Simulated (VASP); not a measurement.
Wanted: the native input for a VASP 6.6.1 run.

```yaml
Task: single point
Functional: PBEsol
Potentials_or_basis: VASP PAW PBE potentials, release 64 (Al, Ru_pv)
Cutoff: 500 eV
k_mesh: 12 × 12 × 12
Occupations: gaussian, width 0.1 eV
Spin: no spin polarisation
Dipole_correction: no
Further_INCAR_settings: ALGO = Normal; EDIFF = 1e-06; NBANDS = 16
```

The structure of AlRu lies in POSCAR:

```
AlRu
1.0
    2.9764078218      0.0000000000      0.0000000000
    0.0000000000      2.9764078218      0.0000000000
    0.0000000000      0.0000000000      2.9764078218
Al Ru
1 1
Direct
    0.0000000000      0.0000000000      0.0000000000
    0.5000000000      0.5000000000      0.5000000000
```

The input as run:

INCAR

```
PREC = Accurate
ENCUT = 500
EDIFF = 1E-6
ISMEAR = 0
SIGMA = 0.1
LREAL = F
LASPH = T
NELM = 120
ALGO = Normal
ISIF = 2
LWAVE = F
LCHARG = F
GGA = PS
NBANDS = 16
GGA_COMPAT = F
```

KPOINTS

```
regular mesh
0
Gamma
  12 12 12
```

Potentials or basis: VASP PAW PBE potentials, release 64 (Al, Ru_pv).

The run is started by

```bash
$ cat potpaw_PBE.64/Al/POTCAR potpaw_PBE.64/Ru_pv/POTCAR > POTCAR
$ mpirun -np 1 vasp_std > vasp.out
```

Results of the run:

```json
{
 "Pressure": "-0.1 GPa",
 "Band gap on the k mesh": "zero (an odd number of electrons rules out a gap without spin polarisation)"
}
```

Caveat: the PAW data sets were made with another functional, which shifts forces and pressure a little.

Run time: 39 s on 1 thread of Intel Xeon 8259CL, on a shared host, peak memory 0.16 GiB.
